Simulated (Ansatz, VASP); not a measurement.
# C: VASP beside Ansatz

```
CELL_PARAMETERS angstrom
2.51122 0.00000 0.00000
-1.25561 2.17478 0.00000
0.00000 0.00000 4.24301
ATOMIC_POSITIONS crystal
C 0.33333 0.66667 0.99961
C 0.66667 0.33333 0.49961
C 0.33333 0.66667 0.37439
C 0.66667 0.33333 0.87439
```

Alike in both runs: task single point; functional PBE; k mesh 9 × 9 × 6; no spin polarisation.

```csv
,VASP,Ansatz
version,VASP 6.6.1,Ansatz 0.2.0
potentials or method,"VASP PAW PBE potentials, release 64 (C), cutoff 520 eV","scalar-relativistic, plane waves, PAW"
occupations,"gaussian, width 0.01 eV",fixed
valence electrons in the cell,16,16
```

```csv
,VASP,Ansatz,Ansatz less VASP
gap on the k mesh at the Fermi level (eV),3.40,3.42,+0.017
least direct gap on the mesh (eV),4.88,4.89,+0.004
```
